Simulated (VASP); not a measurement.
# MgO (P-4m2) in VASP: notebook

MgO is run at these levels: LDA; tasks: single point.

All numbers are computed with VASP 6.6.1; they aren't measurements. Logs are shortened: lines on timing, memory, paths and dates and some standing lists are left out, and cuts for length are marked.

## (1) The cell of the first run

The structure is tetragonal, space group P-4m2 (No. 115). The conventional cell has a = 5.523 Å, b = 5.523 Å, c = 5.523 Å, α = 90.00°, β = 90.00°, γ = 90.00°. Within 2.5 Å of Mg (site symmetry m) lie 4 O at 1.92 to 1.98 Å. Within 2.4 Å of Mg (site symmetry -4m2) lie 4 O at 1.84 Å. Within 2.8 Å of Mg (site symmetry -4m2) lie 4 O at 2.07 Å and 2 Mg at 2.76 Å. O (site symmetry m) has 4 Mg at 1.84 to 2.07 Å within 2.4 Å. Within 2.6 Å of O (site symmetry -4m2) lie 4 Mg at 1.98 Å. O (site symmetry -4m2) has 4 Mg at 1.92 Å within 2.5 Å.

## (2) Single point, LDA (atoms displaced along a vibrational mode)

INCAR reads:

```
PREC = Accurate
ENCUT = 520
EDIFF = 1E-6
ISMEAR = 0
SIGMA = 0.05
LREAL = F
LASPH = T
NELM = 100
ALGO = Normal
ISIF = 2
LWAVE = F
LCHARG = T
GGA = CA
LELF = T
LVHAR = T
NBANDS = 36
```

KPOINTS reads:

```
regular mesh
0
Gamma
  4 4 4
```

POSCAR reads:

```
MgO
1.0
    5.5230736673      0.0000000000      0.0000000000
    0.0000000000      5.5230736673      0.0000000000
    0.0000000000      0.0000000000      5.5230736673
Mg O
6 6
Direct
    0.2500000000      0.0081386278      0.5000000000
    0.0000000000      0.4918613722      0.2500000000
    0.5000000000      0.7500000000      0.0000000000
    0.7500000000      0.0081386278      0.5000000000
    0.0000000000      0.4918613722      0.7500000000
    0.5000000000      0.2500000000      0.0000000000
    0.2500000000      0.5301295358      0.0000000000
    0.5000000000     -0.0301295358      0.2500000000
    0.0000000000      0.7500000000      0.5000000000
    0.7500000000      0.5301295358      0.0000000000
    0.5000000000     -0.0301295358      0.7500000000
    0.0000000000      0.2500000000      0.5000000000
```

Potentials or basis: VASP PAW LDA potentials, release 64 (Mg, O).

The run is started by

```sh
$ cat potpaw_LDA.64/Mg/POTCAR potpaw_LDA.64/O/POTCAR > POTCAR
$ mpirun -np 1 vasp_std > vasp.out
```

OUTCAR:

```text
PREC = Accurate
   ENCUT = 520
   EDIFF = 1E-6
   ISMEAR = 0
   LREAL = F
   LASPH = T
   NELM = 100
   ISIF = 2
   GGA = CA

 ion  position               nearest neighbor table
   1  0.250  0.008  0.500-  12 1.92  11 1.96   8 1.96   9 1.98   4 2.76   4 2.76   5 3.31   2 3.31
                             6 3.36   6 3.36   3 3.40   3 3.40   5 3.46   2 3.46
   2  0.000  0.492  0.250-  12 1.92  10 1.96   7 1.96   9 1.98   5 2.76   5 2.76   1 3.31   4 3.31
                             6 3.36   6 3.36   3 3.40   3 3.40   1 3.46   4 3.46
   3  0.500  0.750  0.000-   7 1.84   8 1.84  10 1.84  11 1.84   6 2.76   6 2.76   4 3.40   5 3.40
                             1 3.40   1 3.40   4 3.40   2 3.40   2 3.40   5 3.40
   4  0.750  0.008  0.500-  12 1.92  11 1.96   8 1.96   9 1.98   1 2.76   1 2.76   5 3.31   2 3.31
                             6 3.36   6 3.36   3 3.40   3 3.40   5 3.46   2 3.46
   5  0.000  0.492  0.750-  12 1.92  10 1.96   7 1.96   9 1.98   2 2.76   2 2.76   4 3.31   1 3.31
                             6 3.36   6 3.36   3 3.40   3 3.40   1 3.46   4 3.46
   6  0.500  0.250  0.000-   7 2.07   8 2.07  10 2.07  11 2.07   3 2.76   3 2.76   1 3.36   4 3.36
                             5 3.36   1 3.36   4 3.36   2 3.36   2 3.36   5 3.36
   7  0.250  0.530  0.000-   3 1.84   2 1.96   5 1.96   6 2.07
   8  0.500  0.970  0.250-   3 1.84   1 1.96   4 1.96   6 2.07
   9  0.000  0.750  0.500-   1 1.98   2 1.98   4 1.98   5 1.98
  10  0.750  0.530  0.000-   3 1.84   2 1.96   5 1.96   6 2.07
  11  0.500  0.970  0.750-   3 1.84   1 1.96   4 1.96   6 2.07
  12  0.000  0.250  0.500-   1 1.92   2 1.92   4 1.92   5 1.92

  LATTYP: Found a simple cubic cell.
 ALAT       =     5.5230736673

  Lattice vectors:

 A1 = (   5.5230736673,   0.0000000000,   0.0000000000)
 A2 = (   0.0000000000,   5.5230736673,   0.0000000000)
 A3 = (   0.0000000000,   0.0000000000,   5.5230736673)

Analysis of symmetry for initial positions (statically):
=====================================================================
 Subroutine PRICEL returns:
 Original cell was already a primitive cell.

 Routine SETGRP: Setting up the symmetry group for a
 simple cubic supercell.

 Subroutine GETGRP returns: Found  8 space group operations
 (whereof  4 operations were pure point group operations)
 out of a pool of 48 trial point group operations.

The static configuration has the point symmetry C_2v.
 The point group associated with its full space group is D_2d.

Analysis of symmetry for dynamics (positions and initial velocities):
=====================================================================
 Subroutine PRICEL returns:
 Original cell was already a primitive cell.

 Routine SETGRP: Setting up the symmetry group for a
 simple cubic supercell.

 Subroutine GETGRP returns: Found  8 space group operations
 (whereof  4 operations were pure point group operations)
 out of a pool of 48 trial point group operations.

The dynamic configuration has the point symmetry C_2v.
 The point group associated with its full space group is D_2d.

 Subroutine INISYM returns: Found  8 space group operations
 (whereof  4 operations are pure point group operations),
 and found     1 'primitive' translations

----------------------------------------------------------------------------------------

                                     Primitive cell

  volume of cell :     168.4777

  direct lattice vectors                    reciprocal lattice vectors
     5.523073667  0.000000000  0.000000000     0.181058603  0.000000000  0.000000000
     0.000000000  5.523073667  0.000000000     0.000000000  0.181058603  0.000000000
     0.000000000  0.000000000  5.523073667     0.000000000  0.000000000  0.181058603

  length of vectors
     5.523073667  5.523073667  5.523073667     0.181058603  0.181058603  0.181058603

  position of ions in fractional coordinates (direct lattice)
     0.250000000  0.008138628  0.500000000
     0.000000000  0.491861372  0.250000000
     0.500000000  0.750000000  0.000000000
     0.750000000  0.008138628  0.500000000
     0.000000000  0.491861372  0.750000000
     0.500000000  0.250000000  0.000000000
     0.250000000  0.530129536  0.000000000
     0.500000000  0.969870464  0.250000000
     0.000000000  0.750000000  0.500000000
     0.750000000  0.530129536  0.000000000
[... 27 lines left out ...]

  Cartesian coordinates                     Fractional coordinates (reciprocal lattice)
     0.045264651  0.000000000  0.000000000     0.250000000  0.000000000  0.000000000
     0.000000000  0.045264651  0.000000000     0.000000000  0.250000000  0.000000000
     0.000000000  0.000000000  0.045264651     0.000000000  0.000000000  0.250000000

  Length of vectors
     0.045264651  0.045264651  0.045264651

  Shift w.r.t. Gamma in fractional coordinates (k-lattice)
     0.000000000  0.000000000  0.000000000

 Subroutine IBZKPT returns following result:
 ===========================================

 Found     18 irreducible k-points:

 Following reciprocal coordinates:
            Coordinates               Weight
  0.000000  0.000000  0.000000      1.000000
  0.250000  0.000000  0.000000      4.000000
  0.000000  0.250000  0.000000      2.000000
  0.500000  0.000000  0.000000      2.000000
  0.000000  0.500000  0.000000      1.000000
  0.250000  0.250000  0.000000      8.000000
[... 10 lines left out ...]
  0.500000  0.250000  0.500000      2.000000
  0.500000  0.500000  0.500000      1.000000
   k-points           NKPTS =     18   k-points in BZ     NKDIM =     18   number of bands    NBANDS=     36
   number of dos      NEDOS =    301   number of ions     NIONS =     12
   total plane-waves  NPLWV =  74088
   dimension x,y,z NGX =    42 NGY =   42 NGZ =   42
   dimension x,y,z NGXF=    84 NGYF=   84 NGZF=   84
   ions per type =               6   6
   NGX,Y,Z   is equivalent  to a cutoff of  12.64, 12.64, 12.64 a.u.
   NGXF,Y,Z  is equivalent  to a cutoff of  25.28, 25.28, 25.28 a.u.
 SYSTEM =  unknown system
   PREC   = accura    normal or accurate (medium, high low for compatibility)
   ISTART =      0    job   : 0-new  1-cont  2-samecut
   ICHARG =      2    charge: 1-file 2-atom 10-const
   ISPIN  =      1    spin polarized calculation?
   LNONCOLLINEAR =      F non collinear calculations
   LSORBIT =      F    spin-orbit coupling
   LASPH  =      T    aspherical Exc in radial PAW
   ENCUT  =  520.0 eV  38.22 Ry    6.18 a.u.  10.27 10.27 10.27*2*pi/ulx,y,z
   NELM   =    100;   NELMIN=  2; NELMDL= -5     # of ELM steps
   EDIFF  = 0.1E-05   stopping-criterion for ELM
   LREAL  =      F    real-space projection
   EDIFFG = 0.1E-04   stopping-criterion for IOM
   NSW    =      0    number of steps for IOM
   IBRION =     -1    ionic relax: 0-MD 1-quasi-New 2-CG
   NFREE  =      0    steps in history (QN), initial steepest desc. (CG)
   ISIF   =      2    stress and relaxation
   ISYM   =      2    0-nonsym 1-usesym 2-fastsym
   POTIM  = 0.5000    time-step for ionic-motion
   TEBEG  =    0.0;   TEEND  =   0.0 temperature during run
   PSTRESS=    0.0 pullay stress
   NELECT =      48.0000    total number of electrons
   NUPDOWN=      -1.0000    fix difference up-down
   EMIN   =  10.00;   EMAX   =-10.00  energy-range for DOS
   EFERMI =   0.00;   METHOD = LEGACY
   ISMEAR =     0;   SIGMA  =   0.05  broadening in eV -4-tet -1-fermi 0-gaus
   EFERMI_NEDOS =   21; number of points for ismear=-14 and -15
   IALGO  =     38    algorithm
   IMIX   =      4    mixing-type and parameters
     AMIX     =   0.40;   BMIX     =  1.00
     AMIX_MAG =   1.60;   BMIX_MAG =  1.00
  volume/ion in A,a.u.               =      14.04        94.75
  Fermi-wavevector in a.u.,A,eV,Ry     =   1.077228  2.035666 15.788483  1.160421
  Thomas-Fermi vector in A             =   2.213134
   LORBIT       =      0    0 simple, 1 ext, 2 COOP (PROOUT), +10 PAW based schemes
   GGA     = CA    functional components
   LHFCALC =     F    Hartree Fock is set to
   AEXX    =    0.0000 exact exchange contribution
   IVDW    =     0    specifies the selected vdW correction
   LEPSILON=     F    determine dielectric tensor
   LRPA    =     F    only Hartree local field effects (RPA)
 non-spin polarized calculation
 Gauss-broadening in eV      SIGMA  =   0.05
  energy-cutoff  :      520.00
  volume of cell :      168.48
 maximum number of plane-waves:      4632
 NGX is ok and might be reduce to    42
   NGX = 21   NGY = 21   NGZ = 21

 number of electron      47.9999993 magnetization

 Free energy of the ion-electron system (eV)
  ---------------------------------------------------
  ext. energy  EPLUGINS =         0.00000000
  ---------------------------------------------------
  free energy    TOTEN  =       -76.47696863 eV

  energy without entropy =      -76.47696863  energy(sigma->0) =      -76.47696863

 E-fermi :   0.1176     XC(G=0):  -9.1998

 val. band max:       -0.1366936149   @ k =   0.0000   0.0000   0.0000
 cond. band min:       2.4734136529   @ k =   0.0000   0.0000   0.0000
 fundamental gap:      2.6101072679
 Fermi energy:         0.1175954292

 k-point     1 :       0.0000    0.0000    0.0000
  band No.  band energies     occupation
      1     -16.2924      2.00000
      2     -15.8554      2.00000
      3     -15.5887      2.00000
      4     -15.1218      2.00000
      5     -15.1218      2.00000
      6     -14.8185      2.00000
[... 691 lines left out ...]
     35      11.5920      0.00000
     36      11.5940      0.00000

------------------------ aborting loop because EDIFF is reached ----------------------------------------

  FORCE on cell =-STRESS in cart. coord.  units (eV):
  Direction    XX          YY          ZZ          XY          YZ          ZX
  --------------------------------------------------------------------------------------
  -------------------------------------------------------------------------------------
  Total        0.5724605     -0.4788530      0.5724605      0.0000000      0.0000000      0.0000000
  in kB        5.4439433     -4.5537613      5.4439433      0.0000000      0.0000000      0.0000000
  external PRESSURE =       2.1113751 kB  Pullay stress =       0.0000000 kB

 VOLUME and BASIS-vectors are now :
 -----------------------------------------------------------------------------
  energy-cutoff  :      520.00
  volume of cell :      168.48
      direct lattice vectors                 reciprocal lattice vectors
     5.523073667  0.000000000  0.000000000     0.181058603  0.000000000  0.000000000
     0.000000000  5.523073667  0.000000000     0.000000000  0.181058603  0.000000000
     0.000000000  0.000000000  5.523073667     0.000000000  0.000000000  0.181058603

 POSITION                                       TOTAL-FORCE (eV/Angst)
 -----------------------------------------------------------------------------------
      1.38077      0.04495      2.76154         0.109200     -1.398844      0.000000
      0.00000      2.71659      1.38077        -0.000000      1.398844     -0.109200
      2.76154      4.14231      0.00000        -0.000000      0.000000      0.000000
      4.14231      0.04495      2.76154        -0.109200     -1.398844      0.000000
      0.00000      2.71659      4.14231        -0.000000      1.398844      0.109200
      2.76154      1.38077      0.00000        -0.000000      0.000000      0.000000
      1.38077      2.92794      0.00000        -0.630738     -2.489691      0.000000
      2.76154      5.35667      1.38077        -0.000000      2.489691      0.630738
      0.00000      4.14231      2.76154        -0.000000      0.000000      0.000000
      4.14231      2.92794      0.00000         0.630738     -2.489691      0.000000
      2.76154      5.35667      4.14231        -0.000000      2.489691     -0.630738
      0.00000      1.38077      2.76154        -0.000000      0.000000      0.000000
 -----------------------------------------------------------------------------------
    total drift:                                0.000000     -0.000000      0.000000

  FREE ENERGIE OF THE ION-ELECTRON SYSTEM (eV)
  ---------------------------------------------------
  free  energy   TOTEN  =       -76.4769686314 eV

  energy  without entropy=      -76.4769686314  energy(sigma->0) =      -76.47696863
```

It took 2.8 min on 1 thread of Intel Xeon 8259CL, shared host; peak memory 0.26 GiB.

What came out:

* Free energy: -76.4770 eV
* Pressure: 0.2 GPa
* Largest force: 2.568 eV/Å
* Band gap on the k mesh: 2.61 eV

Forces on the atoms (eV/Å):
```
Mg   0.109 -1.399  0.000
Mg   0.000  1.399 -0.109
Mg   0.000  0.000  0.000
Mg  -0.109 -1.399  0.000
Mg   0.000  1.399  0.109
Mg   0.000  0.000  0.000
O   -0.631 -2.490  0.000
O    0.000  2.490  0.631
O    0.000  0.000  0.000
O    0.631 -2.490  0.000
O    0.000  2.490 -0.631
O    0.000  0.000  0.000
```

Caveat: the cell differs from its parent crystal (atoms displaced along a vibrational mode); forces of over 1 eV/Å act on the atoms, so gaps and moduli don't describe the material at rest.

## (3) Single point, LDA (atoms displaced along a vibrational mode)

INCAR reads:

```
SYSTEM = MgO
  PREC = Accurate
  ENCUT = 520
  EDIFF = 1E-6
  ISMEAR = 0
  SIGMA = 0.05
  LREAL = .False.
  LASPH = .True.
  NELM = 80
  ALGO = Normal
  ISIF = 2
  LWAVE = .False.
  LCHARG = .False.
  NBANDS = 36
```

KPOINTS reads:

```
regular mesh
0
Gamma
  4 4 4
  0 0 0
```

POSCAR reads:

```
MgO
1.0
    5.5230736673      0.0000000000      0.0000000000
    0.0000000000      5.5230736673      0.0000000000
    0.0000000000      0.0000000000      5.5230736673
Mg O
6 6
Direct
    0.2500000000     -0.0183774656      0.5000000000
    0.0000000000      0.5183774656      0.2500000000
    0.5000000000      0.7500000000      0.0000000000
    0.7500000000     -0.0183774656      0.5000000000
    0.0000000000      0.5183774656      0.7500000000
    0.5000000000      0.2500000000      0.0000000000
    0.2500000000      0.4997137670      0.0000000000
    0.5000000000      0.0002862330      0.2500000000
    0.0000000000      0.7500000000      0.5000000000
    0.7500000000      0.4997137670      0.0000000000
    0.5000000000      0.0002862330      0.7500000000
    0.0000000000      0.2500000000      0.5000000000
```

Potentials or basis: VASP PAW LDA potentials, release 64 (Mg, O).

The run is started by

```sh
$ cat potpaw_LDA.64/Mg/POTCAR potpaw_LDA.64/O/POTCAR > POTCAR
$ mpirun -np 1 vasp_std > vasp.out
```

OUTCAR:

```text
SYSTEM = MgO
   PREC = Accurate
   ENCUT = 520
   EDIFF = 1E-6
   ISMEAR = 0
   LREAL = .False.
   LASPH = .True.
   NELM = 80
   ISIF = 2

 ion  position               nearest neighbor table
   1  0.250  0.982  0.500-   9 1.88   8 1.96  11 1.96  12 2.03   4 2.76   4 2.76   5 3.22   2 3.22
                             3 3.34   3 3.34   6 3.42   6 3.42   2 3.55   5 3.55
   2  0.000  0.518  0.250-   9 1.88   7 1.96  10 1.96  12 2.03   5 2.76   5 2.76   1 3.22   4 3.22
                             3 3.34   3 3.34   6 3.42   6 3.42   1 3.55   4 3.55
   3  0.500  0.750  0.000-   7 1.95   8 1.95  10 1.95  11 1.95   6 2.76   6 2.76   4 3.34   5 3.34
                             1 3.34   1 3.34   4 3.34   2 3.34   2 3.34   5 3.34
   4  0.750  0.982  0.500-   9 1.88   8 1.96  11 1.96  12 2.03   1 2.76   1 2.76   5 3.22   2 3.22
                             3 3.34   3 3.34   6 3.42   6 3.42   2 3.55   5 3.55
   5  0.000  0.518  0.750-   9 1.88   7 1.96  10 1.96  12 2.03   2 2.76   2 2.76   4 3.22   1 3.22
                             3 3.34   3 3.34   6 3.42   6 3.42   1 3.55   4 3.55
   6  0.500  0.250  0.000-   7 1.95   8 1.95  10 1.95  11 1.95   3 2.76   3 2.76   1 3.42   4 3.42
                             5 3.42   1 3.42   4 3.42   2 3.42   2 3.42   5 3.42
   7  0.250  0.500  0.000-   6 1.95   3 1.95   5 1.96   2 1.96
[... 917 lines left out ...]
  Direction    XX          YY          ZZ          XY          YZ          ZX
  --------------------------------------------------------------------------------------
  -------------------------------------------------------------------------------------
  Total       -0.2941781     -0.5647621     -0.2941781      0.0000000      0.0000000      0.0000000
  in kB       -2.7975538     -5.3707335     -2.7975538      0.0000000      0.0000000      0.0000000
  external PRESSURE =      -3.6552804 kB  Pullay stress =       0.0000000 kB

 VOLUME and BASIS-vectors are now :
 -----------------------------------------------------------------------------
  energy-cutoff  :      520.00
  volume of cell :      168.48
      direct lattice vectors                 reciprocal lattice vectors
     5.523073667  0.000000000  0.000000000     0.181058603  0.000000000  0.000000000
     0.000000000  5.523073667  0.000000000     0.000000000  0.181058603  0.000000000
     0.000000000  0.000000000  5.523073667     0.000000000  0.000000000  0.181058603

 POSITION                                       TOTAL-FORCE (eV/Angst)
 -----------------------------------------------------------------------------------
      1.38077      5.42157      2.76154         0.229922      1.622891      0.000000
      0.00000      2.86304      1.38077        -0.000000     -1.622891     -0.229922
      2.76154      4.14231      0.00000        -0.000000     -0.000000      0.000000
      4.14231      5.42157      2.76154        -0.229922      1.622891      0.000000
      0.00000      2.86304      4.14231        -0.000000     -1.622891      0.229922
      2.76154      1.38077      0.00000        -0.000000     -0.000000      0.000000
      1.38077      2.75996      0.00000        -0.026786      0.438272      0.000000
      2.76154      0.00158      1.38077        -0.000000     -0.438272      0.026786
      0.00000      4.14231      2.76154        -0.000000     -0.000000      0.000000
      4.14231      2.75996      0.00000         0.026786      0.438272      0.000000
      2.76154      0.00158      4.14231        -0.000000     -0.438272     -0.026786
      0.00000      1.38077      2.76154        -0.000000     -0.000000      0.000000
 -----------------------------------------------------------------------------------
    total drift:                                0.000000      0.000000      0.000000

  FREE ENERGIE OF THE ION-ELECTRON SYSTEM (eV)
  ---------------------------------------------------
  free  energy   TOTEN  =       -77.0958599199 eV

  energy  without entropy=      -77.0958599199  energy(sigma->0) =      -77.09585992
```

stdout:

```text
POSCAR found type information on POSCAR MgO
 POSCAR found :  2 types and      12 ions
 scaLAPACK will be used
 LDA part: xc-table for (Slater(with rela. corr.)+CA(PZ))
 , standard interpolation
 POSCAR, INCAR and KPOINTS ok, starting setup
 FFT: planning ... GRIDC
 FFT: planning ... GRID_SOFT
 FFT: planning ... GRID
 WAVECAR not read
 entering main loop
```

Run time: 2.5 min. Hardware: 1 thread of Intel Xeon 8259CL, shared host; peak memory 0.26 GiB.

What came out:

```
Free energy            : -77.0959 eV
Pressure               : -0.4 GPa
Largest force          : 1.639 eV/Å
Band gap on the k mesh : 2.72 eV (least direct gap 2.74 eV)
```

Forces on the atoms (eV/Å):
```
Mg   0.230  1.623  0.000
Mg   0.000 -1.623 -0.230
Mg   0.000  0.000  0.000
Mg  -0.230  1.623  0.000
Mg   0.000 -1.623  0.230
Mg   0.000  0.000  0.000
O   -0.027  0.438  0.000
O    0.000 -0.438  0.027
O    0.000  0.000  0.000
O    0.027  0.438  0.000
O    0.000 -0.438 -0.027
O    0.000  0.000  0.000
```

Levels at points of the mesh, in eV from the valence-band top:
| k point | band 22 | band 23 | band 24 | band 25 | band 26 | band 27 |
| --- | --- | --- | --- | --- | --- | --- |
| (0.00, 0.00, 0.00) | -0.09 | -0.09 | -0.02 | 2.72 | 5.67 | 7.86 |
| (0.50, 0.00, 0.00) | -0.37 | -0.09 | -0.01 | 4.63 | 4.65 | 7.46 |
| (0.00, 0.50, 0.00) | -0.48 | -0.09 | -0.09 | 4.45 | 4.87 | 7.17 |
| (0.50, 0.50, 0.00) | -0.51 | -0.25 | -0.09 | 5.36 | 5.56 | 5.92 |
| (0.50, 0.00, 0.50) | -0.35 | -0.35 | 0.00 | 5.59 | 5.59 | 5.65 |
| (0.50, 0.50, 0.50) | -0.93 | -0.51 | -0.51 | 6.08 | 6.08 | 7.07 |

Caveat: the cell differs from its parent crystal (atoms displaced along a vibrational mode); forces of over 1 eV/Å act on the atoms, so gaps and moduli don't describe the material at rest.

(Continued in part 2 of 2.)
